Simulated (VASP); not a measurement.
# HW12C12F in VASP: further runs

Runs on HW12C12F. Level: PBEsol. Tasks: single point.

Everything below comes from runs of VASP 6.6.1. Logs are shortened: lines on timing, memory, paths and dates and some standing lists are left out, and cuts for length are marked.

**1. The cell of the first run**

The cell holds a slab with vacuum, 26 atoms: a = 5.796 Å, b = 5.796 Å, c = 20.072 Å, α = 90.00°, β = 90.00°, γ = 120.00°.

**2. Single point, PBEsol**

INCAR

```
ALGO = Normal
EDIFF = 1E-6
ENCUT = 520
GGA = PS
ISIF = 2
ISMEAR = 0
LASPH = T
LCHARG = F
LREAL = Auto
LWAVE = F
NBANDS = 131
NELM = 60
PREC = Accurate
SIGMA = 0.1
```

KPOINTS

```
k-points
0
Gamma
  3 3 1
```

POSCAR

```
HW12C12F
1.0
    5.7958000000      0.0000000000      0.0000000000
   -2.8979000000      5.0193100000      0.0000000000
    0.0000000000      0.0000000000     20.0722500000
W C F H
12 12 1 1
Direct
    0.0000000000      0.0000000000      0.0498200252
    0.0001005409     -0.0000432330      0.1904234951
    0.0000400583     -0.0001000137      0.3341207388
    0.0000000000      0.5000000000      0.0498200252
    0.0001006745      0.5000308807      0.1904267334
    0.0001181418      0.4994957474      0.3341789286
    0.5000000000      0.0000000000      0.0498200252
    0.5000346955     -0.0000306815      0.1904428253
    0.5010014085      0.0001621737      0.3341891915
    0.5000000000      0.5000000000      0.0498200252
    0.5000490739      0.4999998008      0.1904134315
    0.5003273494      0.5000276930      0.3340976223
    0.3333333665      0.1666667331      0.1202880096
    0.3333744641      0.1666492008      0.2590790768
    0.3344358339      0.1667328776      0.3885042783
    0.3333333665      0.6666667331      0.1202880096
    0.3334534887      0.6666543808      0.2590432064
    0.3338320574      0.6666868554      0.3884952111
    0.8333333665      0.1666667331      0.1202880096
    0.8335097336      0.1666826715      0.2590998518
    0.8336943863      0.1662427704      0.3892676207
    0.8333333665      0.6666667331      0.1202880096
    0.8335813458      0.6667420422      0.2590560102
    0.8332207007      0.6659365530      0.3885256511
    0.1203740182      0.2104592065      0.5159954664
    0.0172656484      0.1757556318      0.4768743414
```

Potentials or basis: VASP PAW PBE potentials, release 64 (W_sv, C, F, H).

The run is started by

```
cat potpaw_PBE.64/W_sv/POTCAR potpaw_PBE.64/C/POTCAR potpaw_PBE.64/F/POTCAR potpaw_PBE.64/H/POTCAR > POTCAR
mpirun -np 1 vasp_std > vasp.out
```

OUTCAR:

```text
EDIFF = 1E-6
   ENCUT = 520
   GGA = PS
   ISIF = 2
   ISMEAR = 0
   LASPH = T
   LREAL = Auto
   NELM = 60
   PREC = Accurate

 ion  position               nearest neighbor table
   1  0.000  0.000  0.050-  22 2.19  13 2.19  19 2.19   2 2.82  10 2.90   4 2.90   4 2.90  10 2.90
                             7 2.90   7 2.90
   2  0.000  1.000  0.190-  23 2.17  14 2.17  20 2.17  13 2.19  22 2.19  19 2.19   1 2.82   3 2.88
                             5 2.90   8 2.90  11 2.90  11 2.90   8 2.90   5 2.90
   3  0.000  1.000  0.334-  24 2.00  15 2.00  21 2.00  20 2.25  23 2.25  14 2.25   2 2.88   9 2.89
                             6 2.90  12 2.90  12 2.90   6 2.90   9 2.90
   4  0.000  0.500  0.050-  19 2.19  16 2.19  22 2.19   5 2.82   7 2.90   1 2.90   1 2.90   7 2.90
                            10 2.90  10 2.90
   5  0.000  0.500  0.190-  23 2.17  17 2.17  20 2.17  16 2.19  19 2.19  22 2.19   4 2.82   6 2.89
                             2 2.90   8 2.90  11 2.90  11 2.90   8 2.90   2 2.90
   6  0.000  0.499  0.334-  24 2.00  18 2.00  21 2.01  20 2.25  17 2.25  23 2.25   5 2.89   9 2.89
                             3 2.90  12 2.90  12 2.90   3 2.90   9 2.90
   7  0.500  0.000  0.050-  16 2.19  19 2.19  13 2.19   8 2.82  10 2.90   4 2.90  10 2.90   4 2.90
                             1 2.90   1 2.90
   8  0.500  1.000  0.190-  17 2.17  14 2.17  20 2.17  19 2.19  16 2.19  13 2.19   7 2.82   9 2.89
                             2 2.90   5 2.90  11 2.90  11 2.90   5 2.90   2 2.90
   9  0.501  0.000  0.334-  15 2.00  18 2.00  21 2.00  20 2.25  17 2.25  14 2.26   8 2.89   3 2.89
                             6 2.89  12 2.90  12 2.90   6 2.90   3 2.90
  10  0.500  0.500  0.050-  13 2.19  22 2.19  16 2.19  11 2.82   1 2.90   7 2.90   7 2.90   1 2.90
                             4 2.90   4 2.90
  11  0.500  0.500  0.190-  17 2.17  14 2.17  23 2.17  22 2.19  13 2.19  16 2.19  10 2.82  12 2.88
                             5 2.90   8 2.90   2 2.90   2 2.90   8 2.90   5 2.90
  12  0.500  0.500  0.334-  24 2.00  18 2.00  15 2.00  23 2.25  14 2.25  17 2.25  11 2.88   3 2.90
                             9 2.90   6 2.90   6 2.90   9 2.90   3 2.90
  13  0.333  0.167  0.120-   2 2.19  11 2.19   8 2.19  10 2.19   1 2.19   7 2.19
  14  0.333  0.167  0.259-   2 2.17   8 2.17  11 2.17  12 2.25   3 2.25   9 2.26
  15  0.334  0.167  0.389-   9 2.00  12 2.00   3 2.00
  16  0.333  0.667  0.120-   5 2.19  11 2.19   8 2.19   7 2.19   4 2.19  10 2.19
  17  0.333  0.667  0.259-   8 2.17  11 2.17   5 2.17  12 2.25   6 2.25   9 2.25
  18  0.334  0.667  0.388-  12 2.00   9 2.00   6 2.00
  19  0.833  0.167  0.120-   8 2.19   5 2.19   2 2.19   4 2.19   7 2.19   1 2.19
  20  0.834  0.167  0.259-   2 2.17   5 2.17   8 2.17   9 2.25   6 2.25   3 2.25
  21  0.834  0.166  0.389-   9 2.00   3 2.00   6 2.01
  22  0.833  0.667  0.120-  11 2.19   2 2.19   5 2.19   1 2.19  10 2.19   4 2.19
  23  0.834  0.667  0.259-   2 2.17   5 2.17  11 2.17   3 2.25  12 2.25   6 2.25
  24  0.833  0.666  0.389-  12 2.00   6 2.00   3 2.00
  25  0.120  0.210  0.516-  26 0.95
  26  0.017  0.176  0.477-  25 0.95

  LATTYP: Found a hexagonal cell.
 ALAT       =     5.7958000000
 C/A-ratio  =     3.4632406225

  Lattice vectors:

 A1 = (   5.7958000000,   0.0000000000,   0.0000000000)
 A2 = (  -2.8979000000,   5.0193100000,   0.0000000000)
 A3 = (   0.0000000000,   0.0000000000,  20.0722500000)

Analysis of symmetry for initial positions (statically):
=====================================================================
 Subroutine PRICEL returns:
 Original cell was already a primitive cell.

 Routine SETGRP: Setting up the symmetry group for a
 hexagonal supercell.

 Subroutine GETGRP returns: Found  1 space group operations
 (whereof  1 operations were pure point group operations)
 out of a pool of 24 trial point group operations.

The static configuration has the point symmetry C_1 .

Analysis of symmetry for dynamics (positions and initial velocities):
=====================================================================
 Subroutine PRICEL returns:
 Original cell was already a primitive cell.

 Routine SETGRP: Setting up the symmetry group for a
 hexagonal supercell.

 Subroutine GETGRP returns: Found  1 space group operations
 (whereof  1 operations were pure point group operations)
 out of a pool of 24 trial point group operations.

The dynamic configuration has the point symmetry C_1 .

 Subroutine INISYM returns: Found  1 space group operations
 (whereof  1 operations are pure point group operations),
 and found     1 'primitive' translations

----------------------------------------------------------------------------------------

                                     Primitive cell

  volume of cell :     583.9202

  direct lattice vectors                    reciprocal lattice vectors
     5.795800000  0.000000000  0.000000000     0.172538735  0.099615286  0.000000000
    -2.897900000  5.019310000  0.000000000     0.000000000  0.199230572  0.000000000
     0.000000000  0.000000000 20.072250000     0.000000000  0.000000000  0.049820025

  length of vectors
     5.795800000  5.795799969 20.072250000     0.199230570  0.199230572  0.049820025

  position of ions in fractional coordinates (direct lattice)
     0.000000000  0.000000000  0.049820025
     0.000100541  0.999956767  0.190423495
     0.000040058  0.999899986  0.334120739
     0.000000000  0.500000000  0.049820025
     0.000100674  0.500030881  0.190426733
     0.000118142  0.499495747  0.334178929
[... 18 lines left out ...]
     0.120374018  0.210459206  0.515995466
     0.017265648  0.175755632  0.476874341

  ion indices of the primitive-cell ions
   primitive index   ion index
                 1           1
                 2           2
                 3           3
                 4           4
                 5           5
                 6           6
[... 18 lines left out ...]
                25          25
                26          26

----------------------------------------------------------------------------------------

 KPOINTS: k-points

Automatic generation of k-mesh.
 Grid dimensions read from file:
 generate k-points for:    3    3    1

 Generating k-lattice:

  Cartesian coordinates                     Fractional coordinates (reciprocal lattice)
     0.057512912  0.033205095  0.000000000     0.333333333  0.000000000  0.000000000
     0.000000000  0.066410191  0.000000000     0.000000000  0.333333333  0.000000000
     0.000000000  0.000000000  0.049820025     0.000000000  0.000000000  1.000000000

  Length of vectors
     0.066410190  0.066410191  0.049820025

  Shift w.r.t. Gamma in fractional coordinates (k-lattice)
     0.000000000  0.000000000  0.000000000

 Subroutine IBZKPT returns following result:
 ===========================================

 Found      5 irreducible k-points:

 Following reciprocal coordinates:
            Coordinates               Weight
  0.000000  0.000000  0.000000      1.000000
  0.333333 -0.000000  0.000000      2.000000
  0.000000  0.333333  0.000000      2.000000
 -0.333333  0.333333  0.000000      2.000000
  0.333333  0.333333  0.000000      2.000000
   k-points           NKPTS =      5   k-points in BZ     NKDIM =      5   number of bands    NBANDS=    131
   number of dos      NEDOS =    301   number of ions     NIONS =     26
   total plane-waves  NPLWV = 345600
   dimension x,y,z NGX =    48 NGY =   48 NGZ =  150
   dimension x,y,z NGXF=    96 NGYF=   96 NGZF=  300
   ions per type =              12  12   1   1
   NGX,Y,Z   is equivalent  to a cutoff of  13.77, 13.77, 12.42 a.u.
   NGXF,Y,Z  is equivalent  to a cutoff of  27.54, 27.54, 24.85 a.u.
 SYSTEM =  unknown system
   PREC   = accura    normal or accurate (medium, high low for compatibility)
   ISTART =      0    job   : 0-new  1-cont  2-samecut
   ICHARG =      2    charge: 1-file 2-atom 10-const
   ISPIN  =      1    spin polarized calculation?
   LNONCOLLINEAR =      F non collinear calculations
   LSORBIT =      F    spin-orbit coupling
   LASPH  =      T    aspherical Exc in radial PAW
   ENCUT  =  520.0 eV  38.22 Ry    6.18 a.u.  10.78 10.78 37.32*2*pi/ulx,y,z
   NELM   =     60;   NELMIN=  2; NELMDL= -5     # of ELM steps
   EDIFF  = 0.1E-05   stopping-criterion for ELM
   LREAL  =      T    real-space projection
   EDIFFG = 0.1E-04   stopping-criterion for IOM
   NSW    =      0    number of steps for IOM
   IBRION =     -1    ionic relax: 0-MD 1-quasi-New 2-CG
   NFREE  =      0    steps in history (QN), initial steepest desc. (CG)
   ISIF   =      2    stress and relaxation
   ISYM   =      2    0-nonsym 1-usesym 2-fastsym
   POTIM  = 0.5000    time-step for ionic-motion
   TEBEG  =    0.0;   TEEND  =   0.0 temperature during run
   PSTRESS=    0.0 pullay stress
   NELECT =     224.0000    total number of electrons
   NUPDOWN=      -1.0000    fix difference up-down
   EMIN   =  10.00;   EMAX   =-10.00  energy-range for DOS
   EFERMI =   0.00;   METHOD = LEGACY
   ISMEAR =     0;   SIGMA  =   0.10  broadening in eV -4-tet -1-fermi 0-gaus
   EFERMI_NEDOS =   21; number of points for ismear=-14 and -15
   IALGO  =     38    algorithm
   IMIX   =      4    mixing-type and parameters
     AMIX     =   0.40;   BMIX     =  1.00
     AMIX_MAG =   1.60;   BMIX_MAG =  1.00
  volume/ion in A,a.u.               =      22.46       151.56
  Fermi-wavevector in a.u.,A,eV,Ry     =   1.189523  2.247873 19.251782  1.414966
  Thomas-Fermi vector in A             =   2.325629
   LORBIT       =      0    0 simple, 1 ext, 2 COOP (PROOUT), +10 PAW based schemes
   GGA     = PS    functional components
   LHFCALC =     F    Hartree Fock is set to
   AEXX    =    0.0000 exact exchange contribution
   IVDW    =     0    specifies the selected vdW correction
   LEPSILON=     F    determine dielectric tensor
   LRPA    =     F    only Hartree local field effects (RPA)
 non-spin polarized calculation
 Gauss-broadening in eV      SIGMA  =   0.10
  energy-cutoff  :      520.00
  volume of cell :      583.92
 maximum number of plane-waves:     15795
 NGX is ok and might be reduce to    48
   NGX = 21   NGY = 21   NGZ = 75

 number of electron     223.9999977 magnetization

 Free energy of the ion-electron system (eV)
  ---------------------------------------------------
  ext. energy  EPLUGINS =         0.00000000
  ---------------------------------------------------
  free energy    TOTEN  =      -276.17548953 eV

  energy without entropy =     -276.15631433  energy(sigma->0) =     -276.16590193

 E-fermi :   1.5276     XC(G=0):  -7.1993

 val. band max:        1.5109258366   @ k =   0.0000   0.0000   0.0000
 cond. band min:       1.6238729860   @ k =   0.3333  -0.0000   0.0000
 fundamental gap:      0.1129471494
 Fermi energy:         1.5275916799

 k-point     1 :       0.0000    0.0000    0.0000
  band No.  band energies     occupation
      1     -72.7481      2.00000
      2     -72.6874      2.00000
      3     -72.6872      2.00000
      4     -72.6867      2.00000
      5     -72.6570      2.00000
      6     -72.6347      2.00000
[... 116 lines left out ...]
    123       3.8818      0.00000
    124       3.8846      0.00000

 k-point     2 :       0.3333   -0.0000    0.0000
  band No.  band energies     occupation
      1     -72.7329      2.00000
      2     -72.7024      2.00000
      3     -72.6873      2.00000
      4     -72.6868      2.00000
      5     -72.6427      2.00000
      6     -72.6191      2.00000
[... 497 lines left out ...]
    123       3.2643      0.00000
    124       3.3258      0.00000
 [bands above 124 left out]

------------------------ aborting loop because EDIFF is reached ----------------------------------------

  FORCE on cell =-STRESS in cart. coord.  units (eV):
  Direction    XX          YY          ZZ          XY          YZ          ZX
  --------------------------------------------------------------------------------------
  -------------------------------------------------------------------------------------
  Total        2.5791674      2.4841558     -3.8449632     -0.0013361      0.0724535     -0.0194287
  in kB        7.0767954      6.8160999    -10.5499233     -0.0036661      0.1987999     -0.0533091
  external PRESSURE =       1.1143240 kB  Pullay stress =       0.0000000 kB

 VOLUME and BASIS-vectors are now :
 -----------------------------------------------------------------------------
  energy-cutoff  :      520.00
  volume of cell :      583.92
      direct lattice vectors                 reciprocal lattice vectors
     5.795800000  0.000000000  0.000000000     0.172538735  0.099615286  0.000000000
    -2.897900000  5.019310000  0.000000000     0.000000000  0.199230572  0.000000000
     0.000000000  0.000000000 20.072250000     0.000000000  0.000000000  0.049820025

 POSITION                                       TOTAL-FORCE (eV/Angst)
 -----------------------------------------------------------------------------------
      0.00000      0.00000      1.00000        -0.000361      0.000976      0.928156
     -2.89719      5.01909      3.82223        -0.001538      0.005465      0.002581
     -2.89738      5.01881      6.70655         0.000440      0.000371     -0.044055
     -1.44895      2.50965      1.00000         0.001257     -0.002326      0.929006
     -1.44846      2.50981      3.82229         0.002015     -0.005028      0.003410
     -1.44680      2.50712      6.70772        -0.001625     -0.005437     -0.051013
[... 18 lines left out ...]
      0.08777      1.05636     10.35719         0.168231      0.061629      0.262914
     -0.40925      0.88217      9.57194        -0.186166     -0.061298     -0.265151
 -----------------------------------------------------------------------------------
    total drift:                               -0.003971      0.002716      0.037037

  FREE ENERGIE OF THE ION-ELECTRON SYSTEM (eV)
  ---------------------------------------------------
  free  energy   TOTEN  =      -276.1754895295 eV

  energy  without entropy=     -276.1563143278  energy(sigma->0) =     -276.16590193
```

Run time: 26 min. Hardware: 1 thread of Intel Xeon Platinum 8375C at 2.90GHz (Ice Lake), shared host; peak memory 0.85 GiB.

What came out:

```
Free energy            : -276.1755 eV
Largest force          : 1.003 eV/Å
Band gap on the k mesh : zero (band 112 reaches 1.88 eV, above the bottom of band 113 at 0.83 eV)
```

Forces in eV/Å, atoms in the order of the input:
```
W    0.000  0.001  0.928
W   -0.002  0.005  0.003
W    0.000  0.000 -0.044
W    0.001 -0.002  0.929
W    0.002 -0.005  0.003
W   -0.002 -0.005 -0.051
W    0.003  0.001  0.931
W    0.002  0.004  0.002
W    0.004  0.001 -0.047
W    0.001  0.000  0.924
W   -0.001 -0.003  0.007
W   -0.002 -0.003 -0.053
C    0.004 -0.002 -0.999
C    0.002 -0.002  0.005
C   -0.003  0.001  0.114
C    0.003  0.000 -1.000
C    0.000  0.000  0.009
C   -0.004  0.002  0.116
C    0.004 -0.001 -1.003
C    0.002  0.000  0.002
C   -0.005  0.003  0.106
C    0.005 -0.001 -1.002
C    0.003  0.000  0.008
C    0.001  0.006  0.115
F    0.168  0.062  0.263
H   -0.186 -0.061 -0.265
```

Levels at points of the mesh, in eV from the Fermi level:
```
           k point  band 108  band 109  band 110  band 111  band 112  band 113  band 114  band 115  band 116  band 117
(0.00, 0.00, 0.00)     -0.43     -0.43     -0.02      0.35      0.36      0.36      0.64      0.64      1.01      1.19
```

Caveat: the k points lie up to 0.42 Å⁻¹ apart; the PAW data sets were made with another functional, which shifts forces and pressure a little; spin-orbit coupling is left out, which moves the levels of the heavy elements.

**3. Single point, PBEsol**

INCAR

```
ALGO = Normal
EDIFF = 1E-7
ENCUT = 520
GGA = PS
ISIF = 2
ISMEAR = 0
LASPH = T
LCHARG = F
LREAL = Auto
LWAVE = F
NBANDS = 131
NELM = 100
PREC = Accurate
SIGMA = 0.1
```

KPOINTS is that of step 2.

POSCAR

```
HW12C12F
1.0
    5.7958000000      0.0000000000      0.0000000000
   -2.8979000000      5.0193100000      0.0000000000
    0.0000000000      0.0000000000     20.0722500000
W C F H
12 12 1 1
Direct
    0.0000000000      0.0000000000      0.0498200252
   -0.0000365644     -0.0000165361      0.1904252886
    0.0003991050      0.0002591990      0.3341413643
    0.0000000000      0.5000000000      0.0498200252
    0.0000023402      0.4999756939      0.1904232460
   -0.0000183443      0.5000661445      0.3341020065
    0.5000000000      0.0000000000      0.0498200252
    0.5000039107     -0.0000304823      0.1904396866
    0.4997210901      0.0004636095      0.3341601963
    0.5000000000      0.5000000000      0.0498200252
    0.5000040261      0.5000304823      0.1904231464
    0.4999515090      0.4997822410      0.3341280624
    0.3333333665      0.1666667331      0.1202880096
    0.3332760394      0.1666725108      0.2590721519
    0.3336251155      0.1668081868      0.3892159075
    0.3333333665      0.6666667331      0.1202880096
    0.3333051906      0.6665796693      0.2590551632
    0.3333781352      0.6672449002      0.3884784715
    0.8333333665      0.1666667331      0.1202880096
    0.8333275850      0.1666448177      0.2590420606
    0.8331785715      0.1668247229      0.3884709487
    0.8333333665      0.6666667331      0.1202880096
    0.8332166012      0.6666944261      0.2590505300
    0.8337627766      0.6668129683      0.3884983995
    0.2317194526      0.3409988624      0.5170289828
    0.2770018375      0.2814080023      0.4778837948
```

Potentials or basis: VASP PAW PBE potentials, release 64 (W_sv, C, F, H).

The run is started by

```
cat potpaw_PBE.64/W_sv/POTCAR potpaw_PBE.64/C/POTCAR potpaw_PBE.64/F/POTCAR potpaw_PBE.64/H/POTCAR > POTCAR
mpirun -np 1 vasp_std > vasp.out
```

Run time: 26 min. Hardware: 1 thread of Intel Xeon Platinum 8488C (Sapphire Rapids), shared host; peak memory 0.84 GiB.

It converged, with:

```yaml
Free_energy: -276.1781 eV
Largest_force: 1.007 eV/Å
Band_gap_on_the_k_mesh: zero (band 112 reaches 1.87 eV, above the bottom of band 113 at 0.80 eV)
```

Forces in eV/Å, atoms in the order of the input:
```
W    0.001  0.001  0.930
W    0.000  0.001  0.002
W    0.003  0.004 -0.047
W    0.000  0.000  0.926
W    0.001 -0.001  0.003
W    0.004  0.002 -0.047
W   -0.002  0.001  0.931
W    0.000  0.000  0.002
W    0.002  0.004 -0.047
W    0.000 -0.002  0.929
W   -0.001 -0.001  0.002
W    0.001  0.003 -0.045
C    0.000  0.001 -1.007
C    0.000  0.001  0.004
C   -0.005 -0.005  0.113
C    0.000  0.001 -1.002
C    0.001  0.003  0.006
C   -0.001 -0.008  0.113
C    0.000  0.000 -1.002
C    0.001  0.001  0.008
C   -0.002 -0.004  0.117
C    0.000  0.000 -1.004
C    0.000  0.002  0.006
C   -0.007 -0.005  0.114
F   -0.144  0.100  0.259
H    0.148 -0.102 -0.265
```

Levels at points of the mesh, in eV from the Fermi level:
```csv
k point,band 110,band 111,band 112,band 113,band 114,band 115
"(0.00, 0.00, 0.00)",-0.01,0.35,0.36,0.36,0.64,0.64
```

Caveat: the k points lie up to 0.42 Å⁻¹ apart; the PAW data sets were made with another functional, which shifts forces and pressure a little; spin-orbit coupling is left out, which moves the levels of the heavy elements.

[end of part 1 of 2]
